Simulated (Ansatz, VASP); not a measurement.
## One calculation of TlRe3, two programs

```
Tl Re
1.0
     4.04070    0.00000    0.00000
     0.00000    4.04070    0.00000
     0.00000    0.00000    4.04070
Tl Re
1 3
Cartesian
  0.0000 0.0000 0.0000
  0.0000 2.0203 2.0203
  2.0203 0.0000 2.0203
  2.0203 2.0203 0.0000
```

Alike in both runs: task relaxation of cell and atoms; functional PBE; k mesh 12 × 12 × 12; occupations gaussian, width 0.1 eV; no spin polarisation.

|  | VASP | Ansatz |
| --- | --- | --- |
| version | VASP 6.6.1 | Ansatz 0.2.0 |
| potentials or method | VASP PAW PBE potentials, release 64 (Tl_d, Re), cutoff 600 eV | scalar-relativistic, plane waves, PAW |
| valence electrons in the cell | 34 | 58 |

Ansatz gave:

| Item | Value |
| --- | --- |
| gap on the k mesh at the Fermi level, each at its own relaxed structure (eV) | none |
| relaxed volume (Å³/atom) | 16.48 |
| relaxed cell length with the largest relative difference (Å) | 4.039 |

Task: Estimate VASP's values.

Result: gap on the k mesh at the Fermi level, each at its own relaxed structure (eV): none; relaxed volume (Å³/atom): 16.47; relaxed cell length with the largest relative difference (Å): 4.039.

A gap of «none» marks a metal or a gap that the smearing closes. VASP's potentials hold 34 valence electrons a cell and Ansatz's 58, so a difference there can come from the potentials and not from the codes.

Spin-orbit coupling is off throughout.
